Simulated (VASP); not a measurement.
# Si2MoN4 in VASP: single point with PBE+D3(BJ)

Aim: the single point of Si2MoN4 with PBE+D3(BJ).

Everything below comes from runs of VASP 6.6.1. Logs are shortened: lines on timing, memory, paths and dates and some standing lists are left out, and cuts for length are marked.

## (1) The cell of the first run

The cell holds a sheet with vacuum, 7 atoms: a = 2.894 Å, b = 2.894 Å, c = 37.800 Å, α = 90.00°, β = 90.00°, γ = 120.00°.

## (2) Single point, PBE+D3(BJ)

Contents of INCAR:

```
  ALGO = Normal
  DIPOL = 0.5 0.5 0.278
  EDIFF = 1E-6
  ENCUT = 520
  GGA = PE
  GGA_COMPAT = False
  IDIPOL = 3
  ISIF = 2
  ISMEAR = 0
  IVDW = 12
  LASPH = True
  LCHARG = False
  LDIPOL = True
  LREAL = False
  LWAVE = False
  NBANDS = 30
  NELM = 120
  NELMDL = -8
  PREC = Accurate
  SIGMA = 0.03
```

Contents of KPOINTS:

```
k-points
0
Gamma
  18 18 1
```

Contents of POSCAR:

```
Si2MoN4
1.0
    2.8939869503      0.0000000000      0.0000000000
   -1.4469934752      2.5062662172      0.0000000000
    0.0000000000      0.0000000000     37.8000000028
N Si Mo
4 2 1
Direct
    0.3333333333      0.6666666667      0.1853470989
    0.6666666667      0.3333333333      0.2448895124
    0.6666666667      0.3333333333      0.3106660431
    0.3333333333      0.6666666667      0.3702084566
    0.6666666667      0.3333333333      0.1988565565
    0.6666666667      0.3333333333      0.3566989990
    0.0000000000      0.0000000000      0.2777777778
```

Potentials or basis: VASP PAW PBE potentials, release 64 (N, Si, Mo_sv).

Started as:

```sh
cat potpaw_PBE.64/N/POTCAR potpaw_PBE.64/Si/POTCAR potpaw_PBE.64/Mo_sv/POTCAR > POTCAR
mpirun -np 1 vasp_std > vasp.out
```

OUTCAR:

```text
EDIFF = 1E-6
   ENCUT = 520
   GGA = PE
   ISIF = 2
   ISMEAR = 0
   IVDW = 12
   LASPH = True
   LREAL = False
   NELM = 120
   NELMDL = -8
   PREC = Accurate
 IVDW          = 12

 ion  position               nearest neighbor table
   1  0.333  0.667  0.185-   5 1.75   5 1.75   5 1.75
   2  0.667  0.333  0.245-   5 1.74   7 2.08   7 2.08   7 2.08
   3  0.667  0.333  0.311-   6 1.74   7 2.08   7 2.08   7 2.08
   4  0.333  0.667  0.370-   6 1.75   6 1.75   6 1.75
   5  0.667  0.333  0.199-   2 1.74   1 1.75   1 1.75   1 1.75
   6  0.667  0.333  0.357-   3 1.74   4 1.75   4 1.75   4 1.75
   7  0.000  0.000  0.278-   3 2.08   3 2.08   3 2.08   2 2.08   2 2.08   2 2.08

  LATTYP: Found a hexagonal cell.
 ALAT       =     2.8939869503
 C/A-ratio  =    13.0615654638

  Lattice vectors:

 A1 = (   2.8939869503,   0.0000000000,   0.0000000000)
 A2 = (  -1.4469934752,   2.5062662172,   0.0000000000)
 A3 = (   0.0000000000,   0.0000000000,  37.8000000028)

Analysis of symmetry for initial positions (statically):
=====================================================================
 Subroutine PRICEL returns:
 Original cell was already a primitive cell.

 Routine SETGRP: Setting up the symmetry group for a
 hexagonal supercell.

 Subroutine GETGRP returns: Found 12 space group operations
 (whereof  6 operations were pure point group operations)
 out of a pool of 24 trial point group operations.

The static configuration has the point symmetry C_3v.
 The point group associated with its full space group is D_3h.

Analysis of symmetry for dynamics (positions and initial velocities):
=====================================================================
 Subroutine PRICEL returns:
 Original cell was already a primitive cell.

 Routine SETGRP: Setting up the symmetry group for a
 hexagonal supercell.

 Subroutine GETGRP returns: Found 12 space group operations
 (whereof  6 operations were pure point group operations)
 out of a pool of 24 trial point group operations.

The dynamic configuration has the point symmetry C_3v.
 The point group associated with its full space group is D_3h.

 Subroutine INISYM returns: Found 12 space group operations
 (whereof  6 operations are pure point group operations),
 and found     1 'primitive' translations

----------------------------------------------------------------------------------------

                                     Primitive cell

  volume of cell :     274.1672

  direct lattice vectors                    reciprocal lattice vectors
     2.893986950  0.000000000  0.000000000     0.345544060  0.199499956  0.000000000
    -1.446993475  2.506266217  0.000000000     0.000000000  0.398999912  0.000000000
     0.000000000  0.000000000 37.800000003     0.000000000  0.000000000  0.026455026

  length of vectors
     2.893986950  2.893986950 37.800000003     0.398999912  0.398999912  0.026455026

  position of ions in fractional coordinates (direct lattice)
     0.333333333  0.666666667  0.185347099
     0.666666667  0.333333333  0.244889512
     0.666666667  0.333333333  0.310666043
     0.333333333  0.666666667  0.370208457
     0.666666667  0.333333333  0.198856556
     0.666666667  0.333333333  0.356698999
     0.000000000  0.000000000  0.277777778

  ion indices of the primitive-cell ions
   primitive index   ion index
                 1           1
                 2           2
                 3           3
                 4           4
                 5           5
                 6           6
                 7           7

----------------------------------------------------------------------------------------

 KPOINTS: k-points

Automatic generation of k-mesh.
 Grid dimensions read from file:
 generate k-points for:   18   18    1

 Generating k-lattice:

  Cartesian coordinates                     Fractional coordinates (reciprocal lattice)
     0.019196892  0.011083331  0.000000000     0.055555556 -0.000000000  0.000000000
     0.000000000  0.022166662  0.000000000     0.000000000  0.055555556  0.000000000
     0.000000000  0.000000000  0.026455026     0.000000000  0.000000000  1.000000000

  Length of vectors
     0.022166662  0.022166662  0.026455026

  Shift w.r.t. Gamma in fractional coordinates (k-lattice)
     0.000000000  0.000000000  0.000000000

 Subroutine IBZKPT returns following result:
 ===========================================

 Found     37 irreducible k-points:

 Following reciprocal coordinates:
            Coordinates               Weight
  0.000000  0.000000  0.000000      1.000000
  0.055556  0.000000  0.000000      6.000000
  0.111111  0.000000  0.000000      6.000000
  0.166667  0.000000  0.000000      6.000000
  0.222222  0.000000  0.000000      6.000000
  0.277778  0.000000  0.000000      6.000000
[... 16 lines left out ...]
  0.333333  0.111111  0.000000     12.000000
  0.388889  0.111111  0.000000     12.000000
 [... further k-points ...]
   k-points           NKPTS =     37   k-points in BZ     NKDIM =     37   number of bands    NBANDS=     30
   number of dos      NEDOS =    301   number of ions     NIONS =      7
   total plane-waves  NPLWV = 165888
   dimension x,y,z NGX =    24 NGY =   24 NGZ =  288
   dimension x,y,z NGXF=    48 NGYF=   48 NGZF=  576
   ions per type =               4   2   1
   NGX,Y,Z   is equivalent  to a cutoff of  13.79, 13.79, 12.67 a.u.
   NGXF,Y,Z  is equivalent  to a cutoff of  27.57, 27.57, 25.33 a.u.
 SYSTEM =  unknown system
   PREC   = accura    normal or accurate (medium, high low for compatibility)
   ISTART =      0    job   : 0-new  1-cont  2-samecut
   ICHARG =      2    charge: 1-file 2-atom 10-const
   ISPIN  =      1    spin polarized calculation?
   LNONCOLLINEAR =      F non collinear calculations
   LSORBIT =      F    spin-orbit coupling
   LASPH  =      T    aspherical Exc in radial PAW
   ENCUT  =  520.0 eV  38.22 Ry    6.18 a.u.   5.38  5.38 70.28*2*pi/ulx,y,z
   NELM   =    120;   NELMIN=  2; NELMDL= -8     # of ELM steps
   EDIFF  = 0.1E-05   stopping-criterion for ELM
   LREAL  =      F    real-space projection
   EDIFFG = 0.1E-04   stopping-criterion for IOM
   NSW    =      0    number of steps for IOM
   IBRION =     -1    ionic relax: 0-MD 1-quasi-New 2-CG
   NFREE  =      0    steps in history (QN), initial steepest desc. (CG)
   ISIF   =      2    stress and relaxation
   ISYM   =      2    0-nonsym 1-usesym 2-fastsym
   POTIM  = 0.5000    time-step for ionic-motion
   TEBEG  =    0.0;   TEEND  =   0.0 temperature during run
   PSTRESS=    0.0 pullay stress
   NELECT =      42.0000    total number of electrons
   NUPDOWN=      -1.0000    fix difference up-down
   EMIN   =  10.00;   EMAX   =-10.00  energy-range for DOS
   EFERMI =   0.00;   METHOD = LEGACY
   ISMEAR =     0;   SIGMA  =   0.03  broadening in eV -4-tet -1-fermi 0-gaus
   EFERMI_NEDOS =   21; number of points for ismear=-14 and -15
   IALGO  =     38    algorithm
   IMIX   =      4    mixing-type and parameters
     AMIX     =   0.40;   BMIX     =  1.00
     AMIX_MAG =   1.60;   BMIX_MAG =  1.00
  volume/ion in A,a.u.               =      39.17       264.31
  Fermi-wavevector in a.u.,A,eV,Ry     =   0.875964  1.655331 10.439917  0.767312
  Thomas-Fermi vector in A             =   1.995708
   LORBIT       =      0    0 simple, 1 ext, 2 COOP (PROOUT), +10 PAW based schemes
   GGA     = PE    functional components
   LHFCALC =     F    Hartree Fock is set to
   AEXX    =    0.0000 exact exchange contribution
   IVDW    =    12    specifies the selected vdW correction
   LEPSILON=     F    determine dielectric tensor
   LRPA    =     F    only Hartree local field effects (RPA)
 non-spin polarized calculation
 Gauss-broadening in eV      SIGMA  =   0.03
  energy-cutoff  :      520.00
  volume of cell :      274.17
 maximum number of plane-waves:      7497
 NGX is ok and might be reduce to    24
   NGX = 11   NGY = 11   NGZ =141

 dipolmoment           0.000000      0.000000     -0.000000 electrons x Angstroem

 number of electron      41.9999996 magnetization

 dipolmoment           0.000000      0.000000      0.000000 electrons x Angstroem

 Free energy of the ion-electron system (eV)
  ---------------------------------------------------
  ext. energy  EPLUGINS =         0.00000000
  ---------------------------------------------------
  free energy    TOTEN  =       -61.72047607 eV

  energy without entropy =      -61.72047607  energy(sigma->0) =      -61.72047607

 E-fermi :  -1.4150     XC(G=0):  -3.3264

 val. band max:       -1.7027337561   @ k =   0.0000   0.0000   0.0000
 cond. band min:       0.0819690276   @ k =   0.3333   0.3333   0.0000
 fundamental gap:      1.7847027837
 Fermi energy:        -1.4150001414

 k-point     1 :       0.0000    0.0000    0.0000
  band No.  band energies     occupation
      1     -63.0672      2.00000
      2     -37.1927      2.00000
      3     -36.7662      2.00000
      4     -36.7662      2.00000
      5     -20.5250      2.00000
      6     -20.4226      2.00000
[... 22 lines left out ...]
     29       3.5173      0.00000
     30       3.7365      0.00000

 k-point     2 :       0.0556    0.0000    0.0000
  band No.  band energies     occupation
      1     -63.0634      2.00000
      2     -37.1867      2.00000
      3     -36.7964      2.00000
      4     -36.7726      2.00000
      5     -20.4733      2.00000
      6     -20.3734      2.00000
[... 22 lines left out ...]
     29       3.6119      0.00000
     30       3.8140      0.00000

 k-point     3 :       0.1111    0.0000    0.0000
  band No.  band energies     occupation
      1     -63.0526      2.00000
      2     -37.1692      2.00000
      3     -36.8829      2.00000
      4     -36.7912      2.00000
      5     -20.3200      2.00000
      6     -20.2272      2.00000
[... 682 lines left out ...]
     29       5.8239      0.00000
     30       6.5653      0.00000

 k-point    24 :       0.3889    0.1111    0.0000
  band No.  band energies     occupation
      1     -62.9412      2.00000
      2     -37.6539      2.00000
      3     -37.0401      2.00000
      4     -36.9882      2.00000
      5     -17.9849      2.00000
      6     -17.9679      2.00000
[... 22 lines left out ...]
     29       6.0410      0.00000
     30       6.8880      0.00000

 [... further k-points ...]

------------------------ aborting loop because EDIFF is reached ----------------------------------------

 vacuum level on the upper side and lower side of the slab       (xc-potential included)        -0.007        -0.007

 Edisp (eV)   -1.85076

 E8    (eV) :    -0.7292

  FORCE on cell =-STRESS in cart. coord.  units (eV):
  Direction    XX          YY          ZZ          XY          YZ          ZX
  --------------------------------------------------------------------------------------
  -------------------------------------------------------------------------------------
  Total       0.02521     0.02521    -0.00466    -0.00000     0.00000     0.00000
  in kB       0.14732     0.14732    -0.02720    -0.00000     0.00000     0.00000
  external pressure =        0.09 kB  Pullay stress =        0.00 kB

 VOLUME and BASIS-vectors are now :
 -----------------------------------------------------------------------------
  energy-cutoff  :      520.00
  volume of cell :      274.17
      direct lattice vectors                 reciprocal lattice vectors
     2.893986950  0.000000000  0.000000000     0.345544060  0.199499956  0.000000000
    -1.446993475  2.506266217  0.000000000     0.000000000  0.398999912  0.000000000
     0.000000000  0.000000000 37.800000003     0.000000000  0.000000000  0.026455026

 POSITION                                       TOTAL-FORCE (eV/Angst)
 -----------------------------------------------------------------------------------
     -0.00000      1.67084      7.00612         0.000000      0.000000      0.014711
      1.44699      0.83542      9.25682        -0.000000      0.000000     -0.038261
      1.44699      0.83542     11.74318        -0.000000      0.000000      0.038261
     -0.00000      1.67084     13.99388         0.000000      0.000000     -0.014711
      1.44699      0.83542      7.51678        -0.000000     -0.000000     -0.012097
      1.44699      0.83542     13.48322        -0.000000     -0.000000      0.012097
      0.00000      0.00000     10.50000        -0.000000     -0.000000      0.000000
 -----------------------------------------------------------------------------------
    total drift:                                0.000000     -0.000000      0.000010

  FREE ENERGIE OF THE ION-ELECTRON SYSTEM (eV)
  ---------------------------------------------------
  free  energy   TOTEN  =       -63.5712393253 eV

  energy  without entropy=      -63.5712393253  energy(sigma->0) =      -63.57123933

 vacuum level on the upper side and lower side of the slab         3.678         3.678
```

It took 8.6 min on 1 thread of Oxide Virtual Turin-like, shared host; peak memory 0.55 GiB.

Results:

```
Free energy                : -63.5712 eV
Largest force              : 0.038 eV/Å
Band gap on the k mesh     : 1.78 eV (least direct gap 2.10 eV)
Dispersion energy per atom : -0.264 eV
```

Forces on the atoms (eV/Å):
```
N    0.000  0.000  0.015
N    0.000  0.000 -0.038
N    0.000  0.000  0.038
N    0.000  0.000 -0.015
Si   0.000  0.000 -0.012
Si   0.000  0.000  0.012
Mo   0.000  0.000  0.000
```
